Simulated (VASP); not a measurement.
Wanted: the native input for a VASP 6.6.1 run.

```
Task                   : single point
Functional             : PBE
Potentials or basis    : VASP PAW PBE potentials, release 64 (B, P)
Cutoff                 : 520 eV
k mesh                 : 16 × 16 × 16
Occupations            : fermi-dirac, width 0.08 eV
Spin                   : no spin polarisation
Dipole correction      : no
Further INCAR settings : ALGO = Normal; EDIFF = 1e-06; NBANDS = 11
```

The structure of BP (rocksalt type) lies in POSCAR:

```
BP
1.0
    0.0000000000      2.1600104891      2.1600104891
    2.1600104891      0.0000000000      2.1600104891
    2.1600104891      2.1600104891      0.0000000000
B P
1 1
Direct
    0.0000000000      0.0000000000      0.0000000000
    0.5000000000      0.5000000000      0.5000000000
```

These files were run (other wordings do the same):

INCAR

```
SYSTEM = BP
PREC = Accurate ; ENCUT = 520
EDIFF = 1E-6 ; ISMEAR = -1
SIGMA = 0.08 ; LREAL = .False.
LASPH = .True. ; NELM = 100
ALGO = Normal ; ISIF = 2
LWAVE = .False. ; LCHARG = .False.
GGA = PE ; NBANDS = 11
```

KPOINTS

```
regular mesh
0
Gamma
  16 16 16
  0 0 0
```

Potentials or basis: VASP PAW PBE potentials, release 64 (B, P).

Launch:

```console
$ cat potpaw_PBE.64/B/POTCAR potpaw_PBE.64/P/POTCAR > POTCAR
$ mpirun -np 1 vasp_std > vasp.out
```

It gave:

| Quantity | Value |
| --- | --- |
| Pressure | -0.2 GPa |
| Band gap on the k mesh | zero (band 4 reaches 11.03 eV, above the bottom of band 5 at 6.89 eV) |

Wall time 12 s on 1 thread of Intel Xeon 6975P-C (shared host), peak memory 0.15 GiB.
